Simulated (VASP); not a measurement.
**AgCl: single point with r2SCAN**

Crystal: AgCl.

```xyz
2
Lattice="0.0000 3.0229 3.0229 3.0229 0.0000 3.0229 3.0229 3.0229 0.0000" Properties=species:S:1:pos:R:3 pbc="T T T"
Ag    0.0000    0.0000    0.0000
Cl    1.5114    1.5114    1.5114
```

This cell differs from its parent crystal: volume changed by +3%.

* Program: VASP 6.6.1
* Task: single point
* Functional: r2SCAN
* Potentials or basis: VASP PAW PBE potentials, release 64 (Ag, Cl)
* Cutoff: 520 eV
* k mesh: 6 × 6 × 6
* Occupations: gaussian, width 0.01 eV
* Spin: no spin polarisation
* Dipole correction: no
* Further INCAR settings: ALGO = Normal; EDIFF = 1e-06; NBANDS = 16

```json
{
 "Pressure": "-1.0 GPa",
 "Band gap on the k mesh": "1.64 eV, direct"
}
```

Levels at points of the mesh, in eV from the valence-band top:
```
           k point  band 7  band 8  band 9  band 10  band 11  band 12
(0.00, 0.00, 0.00)    0.00    0.00    0.00     1.64     8.70     8.70
(0.50, 0.00, 0.00)   -1.89   -0.55   -0.55     4.21     6.94     8.96
(0.50, 0.50, 0.00)   -1.63   -1.29   -1.29     5.14     5.89     8.92
```

It took 34 s on 1 thread of AMD EPYC 9R45 96-Core Processor (Zen 5) (shared host), peak memory 0.15 GiB.

Caveat: the PAW data sets were made with another functional, which shifts forces and pressure a little.
